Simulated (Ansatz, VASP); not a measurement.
# One calculation of TaN, two programs

File INCAR:

```
PREC     = Accurate       # precision mode
ENCUT    = 520            # plane-wave cutoff, eV
EDIFF    = 1E-6           # SCF threshold, eV
ISMEAR   = 0              # smearing method
SIGMA    = 0.1            # smearing width, eV
LREAL    = Auto         
LASPH    = True           # aspherical terms in the spheres
NELM     = 60             # most SCF steps
ALGO     = Fast           # electronic algorithm
ISIF     = 2              # what is computed and relaxed
LWAVE    = False          # write WAVECAR
LCHARG   = True           # write CHGCAR
LDIPOL   = True         
IDIPOL   = 3            
DIPOL    = 0.5 0.5 0.500
GGA      = PS             # functional
LELF     = True           # ELF
LVHAR    = True         
LVACPOTAV= True         
NBANDS   = 96             # bands
```

The input KPOINTS:

```
Automatic mesh
0
Gamma
  12 6 1
```

Contents of POSCAR:

```
TaN
1.0
    2.8894657263      0.0000000000      0.0000000000
    0.0000000000      5.8607957987      0.0000000000
    0.0000000000      0.0000000000     26.6776367043
N Ta
10 10
Direct
    0.0000000000      0.2500000000      0.2811343480
    0.0000000000      0.7500000000      0.3436673914
    0.5000000000      0.2500000000      0.3749339131
    0.5000000000      0.7500000000      0.4374669566
    0.0000000000      0.2500000000      0.4687334783
    0.0000000000      0.7500000000      0.5312665217
    0.5000000000      0.2500000000      0.5625330434
    0.5000000000      0.7500000000      0.6250660869
    0.0000000000      0.2500000000      0.6563326086
    0.0000000000      0.7500000000      0.7188656520
    0.5000000000      0.0000000000      0.3124008697
    0.5000000000      0.5000000000      0.3124008697
    0.0000000000      0.0000000000      0.4062004348
    0.0000000000      0.5000000000      0.4062004348
    0.5000000000      0.0000000000      0.5000000000
    0.5000000000      0.5000000000      0.5000000000
    0.0000000000      0.0000000000      0.5937995652
    0.0000000000      0.5000000000      0.5937995652
    0.5000000000      0.0000000000      0.6875991303
    0.5000000000      0.5000000000      0.6875991303
```

Input for Ansatz:

```yaml
crystal:
  lattice:
    - [2.8894657263, 0.0, 0.0]
    - [0.0, 5.8607957987, 0.0]
    - [0.0, 0.0, 26.6776367043]
  atoms:
    - { symbol: "N", position: [0.0, 0.25, 0.281134348] }
    - { symbol: Ta, position: [0.5, 0.0, 0.3124008697] }
    - { symbol: Ta, position: [0.5, 0.5, 0.3124008697] }
    - { symbol: "N", position: [0.0, 0.75, 0.3436673914] }
    - { symbol: "N", position: [0.5, 0.25, 0.3749339131] }
    - { symbol: Ta, position: [0.0, 0.0, 0.4062004348] }
    - { symbol: Ta, position: [0.0, 0.5, 0.4062004348] }
    - { symbol: "N", position: [0.5, 0.75, 0.4374669566] }
    - { symbol: "N", position: [0.0, 0.25, 0.4687334783] }
    - { symbol: Ta, position: [0.5, 0.0, 0.5] }
    - { symbol: Ta, position: [0.5, 0.5, 0.5] }
    - { symbol: "N", position: [0.0, 0.75, 0.5312665217] }
    - { symbol: "N", position: [0.5, 0.25, 0.5625330434] }
    - { symbol: Ta, position: [0.0, 0.0, 0.5937995652] }
    - { symbol: Ta, position: [0.0, 0.5, 0.5937995652] }
    - { symbol: "N", position: [0.5, 0.75, 0.6250660869] }
    - { symbol: "N", position: [0.0, 0.25, 0.6563326086] }
    - { symbol: Ta, position: [0.5, 0.0, 0.6875991303] }
    - { symbol: Ta, position: [0.5, 0.5, 0.6875991303] }
    - { symbol: "N", position: [0.0, 0.75, 0.718865652] }
basis:
  ecutwfc: 420
kpoints:
  mp_grid: { grid: [12, 6, 1] }
hamiltonian:
  xc: pbesol
scf:
  occupations: { method: gaussian, width: 0.1 }
output:
  forces: true
  stress: true
  eigenvalues: true
  write_density: true
  write_potential: true
  elf: true
  volumetric_format: npy
efield:
  axis: 3
  dipole_correction: true
  ramp_width: 0.04
```

Alike in both runs: task single point; functional PBEsol; k mesh 12 × 6 × 1; occupations gaussian, width 0.1 eV; no spin polarisation.

```csv
,VASP,Ansatz
version,VASP 6.6.1,Ansatz 0.2.0
potentials or method,"VASP PAW PBE potentials, release 64 (N, Ta_pv), cutoff 520 eV","scalar-relativistic, plane waves, PAW"
valence electrons in the cell,160,180
```

VASP gave:

| Property | Result |
| --- | --- |
| gap on the k mesh at the Fermi level (eV) | none |
| rms of the force components (eV/Å) | 0.874 |
| work function, face that differs most (eV) | 5.05 |

What did Ansatz give for the same quantities?

gap on the k mesh at the Fermi level (eV): none; rms of the force components (eV/Å): 0.878; work function, face that differs most (eV): 5.05.

VASP's potentials were made for PBE, not for PBEsol. A gap of «none» marks a metal or a gap that the smearing closes. VASP's potentials hold 160 valence electrons a cell and Ansatz's 180, so a difference there can come from the potentials and not from the codes. Ansatz's warnings: xc potential rough in thin density.

Neither program's run includes spin-orbit coupling.
